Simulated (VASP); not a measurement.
# Ir (Im-3m) in VASP: a series of runs

Ir is run at these levels: LDA; tasks: single point.

Everything below comes from runs of VASP 6.6.1. Logs are shortened: lines on timing, memory, paths and dates and some standing lists are left out, and cuts for length are marked.

## Step 1: The cell of the first run

It takes space group Im-3m (No. 229, cubic). Conventional cell: a = 3.060 Å, b = 3.060 Å, c = 3.060 Å, α = 90.00°, β = 90.00°, γ = 90.00°. Within 3.5 Å of Ir (site symmetry m-3m) lie 14 Ir at 2.65 to 3.06 Å.

This isn't the form of Ir at room conditions, which is fcc.

## Step 2: Single point, LDA

INCAR reads:

```
SYSTEM = Ir
PREC = Accurate ; ENCUT = 560
EDIFF = 1E-6 ; ISMEAR = 0
SIGMA = 0.1 ; LREAL = .False.
LASPH = .True. ; NELM = 120
ALGO = Normal ; ISIF = 2
LWAVE = .False. ; LCHARG = .False.
GGA = CA ; NBANDS = 14
GGA_COMPAT = .False.
```

KPOINTS reads:

```
Automatic mesh
0
Gamma
  16 16 16
  0 0 0
```

POSCAR reads:

```
Ir
1.0
   -1.5297808836      1.5297808836      1.5297808836
    1.5297808836     -1.5297808836      1.5297808836
    1.5297808836      1.5297808836     -1.5297808836
Ir
1
Direct
    0.0000000000      0.0000000000      0.0000000000
```

Potentials or basis: VASP PAW LDA potentials, release 64 (Ir_sv_GW).

Command:

```bash
> cat potpaw_LDA.64/Ir_sv_GW/POTCAR > POTCAR
> mpirun -np 1 vasp_std > vasp.out
```

OUTCAR:

```text
SYSTEM = Ir
   PREC = Accurate
   ENCUT = 560
   EDIFF = 1E-6
   ISMEAR = 0
   LREAL = .False.
   LASPH = .True.
   NELM = 120
   ISIF = 2
   GGA = CA

 ion  position               nearest neighbor table
   1  0.000  0.000  0.000-

  LATTYP: Found a body centered cubic cell.
 ALAT       =     3.0595617672

  Lattice vectors:

 A1 = (  -1.5297808836,   1.5297808836,   1.5297808836)
 A2 = (   1.5297808836,  -1.5297808836,   1.5297808836)
 A3 = (   1.5297808836,   1.5297808836,  -1.5297808836)

Analysis of symmetry for initial positions (statically):
=====================================================================
 Subroutine PRICEL returns:
 Original cell was already a primitive cell.

 Routine SETGRP: Setting up the symmetry group for a
 body centered cubic supercell.

 Subroutine GETGRP returns: Found 48 space group operations
 (whereof 48 operations were pure point group operations)
 out of a pool of 48 trial point group operations.

The static configuration has the point symmetry O_h .

Analysis of symmetry for dynamics (positions and initial velocities):
=====================================================================
 Subroutine PRICEL returns:
 Original cell was already a primitive cell.

 Routine SETGRP: Setting up the symmetry group for a
 body centered cubic supercell.

 Subroutine GETGRP returns: Found 48 space group operations
 (whereof 48 operations were pure point group operations)
 out of a pool of 48 trial point group operations.

The dynamic configuration has the point symmetry O_h .

 Subroutine INISYM returns: Found 48 space group operations
 (whereof 48 operations are pure point group operations),
 and found     1 'primitive' translations

----------------------------------------------------------------------------------------

                                     Primitive cell

  volume of cell :      14.3202

  direct lattice vectors                    reciprocal lattice vectors
    -1.529780884  1.529780884  1.529780884     0.000000000  0.326844194  0.326844194
     1.529780884 -1.529780884  1.529780884     0.326844194  0.000000000  0.326844194
     1.529780884  1.529780884 -1.529780884     0.326844194  0.326844194  0.000000000

  length of vectors
     2.649658215  2.649658215  2.649658215     0.462227492  0.462227492  0.462227492

  position of ions in fractional coordinates (direct lattice)
     0.000000000  0.000000000  0.000000000

  ion indices of the primitive-cell ions
   primitive index   ion index
                 1           1

----------------------------------------------------------------------------------------

 KPOINTS: Automatic mesh

Automatic generation of k-mesh.
 Grid dimensions read from file:
 generate k-points for:   16   16   16

 Generating k-lattice:

  Cartesian coordinates                     Fractional coordinates (reciprocal lattice)
     0.000000000  0.020427762  0.020427762     0.062500000  0.000000000  0.000000000
     0.020427762  0.000000000  0.020427762     0.000000000  0.062500000  0.000000000
     0.020427762  0.020427762  0.000000000     0.000000000  0.000000000  0.062500000

  Length of vectors
     0.028889218  0.028889218  0.028889218

  Shift w.r.t. Gamma in fractional coordinates (k-lattice)
     0.000000000  0.000000000  0.000000000

 Subroutine IBZKPT returns following result:
 ===========================================

 Found    145 irreducible k-points:

 Following reciprocal coordinates:
            Coordinates               Weight
  0.000000  0.000000  0.000000      1.000000
  0.062500  0.000000  0.000000     12.000000
  0.125000  0.000000  0.000000     12.000000
  0.187500  0.000000  0.000000     12.000000
  0.250000  0.000000  0.000000     12.000000
  0.312500  0.000000  0.000000     12.000000
[... 16 lines left out ...]
  0.187500  0.187500  0.000000     24.000000
  0.250000  0.187500 -0.000000     48.000000
 [... further k-points ...]
   k-points           NKPTS =    145   k-points in BZ     NKDIM =    145   number of bands    NBANDS=     14
   number of dos      NEDOS =    301   number of ions     NIONS =      1
   total plane-waves  NPLWV =   8000
   dimension x,y,z NGX =    20 NGY =   20 NGZ =   20
   dimension x,y,z NGXF=    40 NGYF=   40 NGZF=   40
   ions per type =               1
   NGX,Y,Z   is equivalent  to a cutoff of  12.55, 12.55, 12.55 a.u.
   NGXF,Y,Z  is equivalent  to a cutoff of  25.10, 25.10, 25.10 a.u.
 SYSTEM =  Ir
   PREC   = accura    normal or accurate (medium, high low for compatibility)
   ISTART =      0    job   : 0-new  1-cont  2-samecut
   ICHARG =      2    charge: 1-file 2-atom 10-const
   ISPIN  =      1    spin polarized calculation?
   LNONCOLLINEAR =      F non collinear calculations
   LSORBIT =      F    spin-orbit coupling
   LASPH  =      T    aspherical Exc in radial PAW
   ENCUT  =  560.0 eV  41.16 Ry    6.42 a.u.   5.11  5.11  5.11*2*pi/ulx,y,z
   NELM   =    120;   NELMIN=  2; NELMDL= -5     # of ELM steps
   EDIFF  = 0.1E-05   stopping-criterion for ELM
   LREAL  =      F    real-space projection
   EDIFFG = 0.1E-04   stopping-criterion for IOM
   NSW    =      0    number of steps for IOM
   IBRION =     -1    ionic relax: 0-MD 1-quasi-New 2-CG
   NFREE  =      0    steps in history (QN), initial steepest desc. (CG)
   ISIF   =      2    stress and relaxation
   ISYM   =      2    0-nonsym 1-usesym 2-fastsym
   POTIM  = 0.5000    time-step for ionic-motion
   TEBEG  =    0.0;   TEEND  =   0.0 temperature during run
   PSTRESS=    0.0 pullay stress
   NELECT =      17.0000    total number of electrons
   NUPDOWN=      -1.0000    fix difference up-down
   EMIN   =  10.00;   EMAX   =-10.00  energy-range for DOS
   EFERMI =   0.00;   METHOD = LEGACY
   ISMEAR =     0;   SIGMA  =   0.10  broadening in eV -4-tet -1-fermi 0-gaus
   EFERMI_NEDOS =   21; number of points for ismear=-14 and -15
   IALGO  =     38    algorithm
   IMIX   =      4    mixing-type and parameters
     AMIX     =   0.40;   BMIX     =  1.00
     AMIX_MAG =   1.60;   BMIX_MAG =  1.00
  volume/ion in A,a.u.               =      14.32        96.64
  Fermi-wavevector in a.u.,A,eV,Ry     =   1.733439  3.275725 40.882935  3.004811
  Thomas-Fermi vector in A             =   2.807425
   LORBIT       =      0    0 simple, 1 ext, 2 COOP (PROOUT), +10 PAW based schemes
   GGA     = CA    functional components
   LHFCALC =     F    Hartree Fock is set to
   AEXX    =    0.0000 exact exchange contribution
   IVDW    =     0    specifies the selected vdW correction
   LEPSILON=     F    determine dielectric tensor
   LRPA    =     F    only Hartree local field effects (RPA)
 non-spin polarized calculation
 Gauss-broadening in eV      SIGMA  =   0.10
  energy-cutoff  :      560.00
  volume of cell :       14.32
 maximum number of plane-waves:       456
   NGX = 11   NGY = 11   NGZ = 11

 number of electron      17.0000000 magnetization

 Free energy of the ion-electron system (eV)
  ---------------------------------------------------
  ext. energy  EPLUGINS =         0.00000000
  ---------------------------------------------------
  free energy    TOTEN  =       -10.22237535 eV

  energy without entropy =      -10.20674577  energy(sigma->0) =      -10.21456056

 E-fermi :  12.1690     XC(G=0): -14.6931

 val. band max:       12.1657348124   @ k =  -0.3750  -0.3750   0.1250
 cond. band min:      12.1716464734   @ k =  -0.1875   0.2500   0.0625
 fundamental gap:      0.0059116610
 Fermi energy:        12.1690155163

 k-point     1 :       0.0000    0.0000    0.0000
  band No.  band energies     occupation
      1     -79.8891      2.00000
      2     -36.5788      2.00000
      3     -36.5788      2.00000
      4     -36.5788      2.00000
      5       1.4679      2.00000
      6       8.4899      2.00000
      7       8.4899      2.00000
      8       8.4899      2.00000
      9      11.6279      2.00000
     10      11.6279      2.00000
     11      28.4037      0.00000
     12      28.4037      0.00000
     13      28.4037      0.00000
     14      40.4009      0.00000

 k-point     2 :       0.0625    0.0000    0.0000
  band No.  band energies     occupation
      1     -79.8861      2.00000
      2     -36.6093      2.00000
      3     -36.5891      2.00000
      4     -36.5787      2.00000
      5       1.6511      2.00000
      6       8.4045      2.00000
      7       8.4843      2.00000
      8       8.6511      2.00000
      9      11.5077      2.00000
     10      11.6328      2.00000
     11      28.5211      0.00000
     12      28.6899      0.00000
     13      28.6923      0.00000
     14      38.3602      0.00000

 k-point     3 :       0.1250    0.0000    0.0000
  band No.  band energies     occupation
      1     -79.8786      2.00000
      2     -36.6976      2.00000
      3     -36.6186      2.00000
      4     -36.5785      2.00000
      5       2.1767      2.00000
      6       8.1693      2.00000
      7       8.4484      2.00000
      8       9.1264      2.00000
      9      11.2480      2.00000
     10      11.6524      2.00000
     11      28.7493      0.00000
     12      29.3048      0.00000
     13      29.5324      0.00000
     14      36.2923      0.00000

 k-point     4 :       0.1875    0.0000    0.0000
  band No.  band energies     occupation
      1     -79.8670      2.00000
      2     -36.8275      2.00000
      3     -36.6623      2.00000
      4     -36.5782      2.00000
      5       2.9603      2.00000
      6       7.8371      2.00000
      7       8.3721      2.00000
      8       9.8902      2.00000
      9      11.0608      2.00000
     10      11.6979      2.00000
     11      28.6728      0.00000
     12      29.3782      0.00000
     13      30.8561      0.00000
     14      35.2357      0.00000

 k-point     5 :       0.2500    0.0000    0.0000
  band No.  band energies     occupation
      1     -79.8540      2.00000
      2     -36.9795      2.00000
      3     -36.7140      2.00000
      4     -36.5779      2.00000
      5       3.8090      2.00000
      6       7.4714      2.00000
      7       8.4027      2.00000
      8      10.8938      2.00000
      9      11.0730      2.00000
     10      11.7779      2.00000
     11      27.9204      0.00000
[... 276 lines left out ...]
 k-point    22 :       0.4375    0.1250    0.0000
  band No.  band energies     occupation
      1     -79.8164      2.00000
      2     -37.3249      2.00000
      3     -36.8820      2.00000
      4     -36.6204      2.00000
      5       5.0130      2.00000
      6       6.7699      2.00000
      7      10.2453      2.00000
      8      11.3574      2.00000
      9      12.7271      0.00000
     10      16.1230      0.00000
     11      19.9558      0.00000
     12      25.2661      0.00000
     13      28.0287      0.00000
     14      35.7626      0.00000

 k-point    23 :       0.1875    0.1875    0.0000
  band No.  band energies     occupation
      1     -79.8377      2.00000
      2     -37.1144      2.00000
      3     -36.7709      2.00000
      4     -36.6347      2.00000
      5       5.0200      2.00000
      6       7.4344      2.00000
      7       7.6894      2.00000
      8      10.8470      2.00000
      9      12.0983      1.68284
     10      13.0058      0.00000
     11      25.7480      0.00000
     12      27.8908      0.00000
     13      30.4439      0.00000
     14      32.2588      0.00000

 k-point    24 :       0.2500    0.1875   -0.0000
  band No.  band energies     occupation
      1     -79.8271      2.00000
      2     -37.1939      2.00000
      3     -36.8374      2.00000
      4     -36.6447      2.00000
      5       5.4659      2.00000
      6       7.1853      2.00000
      7       8.0795      2.00000
      8      11.0365      2.00000
      9      12.1855      0.81613
     10      14.5014      0.00000
     11      23.6463      0.00000
     12      26.7040      0.00000
     13      29.2868      0.00000
     14      33.2753      0.00000

 [... further k-points ...]
[... 5 lines left out ...]
  --------------------------------------------------------------------------------------
  -------------------------------------------------------------------------------------
  Total       -0.0429446     -0.0429446     -0.0429446      0.0000000     -0.0000000     -0.0000000
  in kB       -4.8047619     -4.8047619     -4.8047619      0.0000000     -0.0000000     -0.0000000
  external PRESSURE =      -4.8047619 kB  Pullay stress =       0.0000000 kB

 VOLUME and BASIS-vectors are now :
 -----------------------------------------------------------------------------
  energy-cutoff  :      560.00
  volume of cell :       14.32
      direct lattice vectors                 reciprocal lattice vectors
    -1.529780884  1.529780884  1.529780884     0.000000000  0.326844194  0.326844194
     1.529780884 -1.529780884  1.529780884     0.326844194  0.000000000  0.326844194
     1.529780884  1.529780884 -1.529780884     0.326844194  0.326844194  0.000000000

 POSITION                                       TOTAL-FORCE (eV/Angst)
 -----------------------------------------------------------------------------------
      0.00000      0.00000      0.00000         0.000000      0.000000      0.000000
 -----------------------------------------------------------------------------------
    total drift:                                0.000000     -0.000000      0.000000

  FREE ENERGIE OF THE ION-ELECTRON SYSTEM (eV)
  ---------------------------------------------------
  free  energy   TOTEN  =       -10.2223753509 eV

  energy  without entropy=      -10.2067457739  energy(sigma->0) =      -10.21456056
```

Wall time 29 s (1 thread of Intel Xeon Platinum 8259CL at 2.50GHz (Skylake/Cascade Lake), shared host); peak memory 0.15 GiB.

What came out:

```
Free energy            : -10.2224 eV
Pressure               : -0.5 GPa
Band gap on the k mesh : zero (an odd number of electrons rules out a gap without spin polarisation)
```

Caveat: spin-orbit coupling is left out, which moves the levels of the heavy elements.

(Part 1 of 2 ends here.)
